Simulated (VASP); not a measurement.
A run of VASP 6.6.1 is set up as follows.

File INCAR:

```
SYSTEM = H2CO
  ALGO = Normal
  EDIFF = 1E-6
  ENCUT = 520
  GGA = PE
  ISIF = 2
  ISMEAR = -1
  LASPH = .True.
  LCHARG = .False.
  LREAL = Auto
  LWAVE = .False.
  NBANDS = 70
  NELM = 60
  PREC = Accurate
  SIGMA = 0.02
```

The input KPOINTS:

```
k-points
0
Gamma
  1 1 1
  0 0 0
```

Contents of POSCAR:

```
H2CO
1.0
    8.1271360000      0.0000000000      0.0000000000
    0.0000000000      8.1271360000      0.0000000000
    0.0000000000      0.0000000000      8.1271360000
O C H
8 8 16
Direct
    0.0507357775      0.4562179162      0.3041231374
    0.2227336300      0.2982946857     -0.0522742401
    0.6531263757     -0.1723717809      0.2166958644
    0.2543435031      0.8792713897      0.4770426454
   -0.0344419454      0.6447694755      0.7308979318
    0.2888301176      0.8909629073      1.0426425477
    0.8917379412      0.1026347309      0.6500485355
    0.7352344462      0.3014092577      0.0712429308
    0.0812650769      0.3101222749      0.3036659140
    0.3603385471      0.3522557997     -0.0305623028
    0.6449526180     -0.0479110584      0.2990780616
    0.1504749746      0.8578966981      0.3717704185
    0.0648631971      0.5487969679      0.6746382308
    0.4157799782      0.8714806684      0.9673007524
    0.9622228713      0.0255027034      0.7575222898
    0.7830695555      0.4395817716      0.0396879803
    0.2077136878      0.2632764918      0.3292415565
   -0.0152736697      0.2162812015      0.2780146171
    0.4645342490      0.3180499546     -0.1129542908
    0.3871306035      0.4375974079      0.0738995034
    0.6070122964      0.0724695723      0.2453749155
    0.6768252183     -0.0468594675      0.4323149707
    0.1170246311      0.7330502841      0.3269601962
    0.0827927847      0.9636785197      0.3164047490
    0.1856195280      0.5912312038      0.6247735027
    0.0394035258      0.4142757913      0.6696515242
    0.4976184395      0.9762590046      0.9335378569
    0.4571262664      0.7476795256      0.9247625363
    1.0983562503      0.0122664834      0.7592713671
    0.8961235045     -0.0363150335      0.8605768660
    0.9125460635      0.4654890381      0.0055596848
    0.6977834563      0.5471057148      0.0423366472
```

Potentials or basis: VASP PAW PBE potentials, release 64 (O, C, H).

Run with:

```bash
$ cat potpaw_PBE.64/O/POTCAR potpaw_PBE.64/C/POTCAR potpaw_PBE.64/H/POTCAR > POTCAR
$ mpirun -np 1 vasp_gam > vasp.out
```

Problem. Estimate the band gap on the k mesh.

Solution. 2.99 eV.

Problem. What does it give for the largest force?

Solution. 0.644 eV/Å.

Problem. Predict the pressure.

Solution. 0.3 GPa.

Stress tensor (GPa, compression positive):
```
 0.33 -0.09  0.05
-0.09  0.40  0.08
 0.05  0.08  0.11
```

Caveat: the k points lie up to 0.77 Å⁻¹ apart.
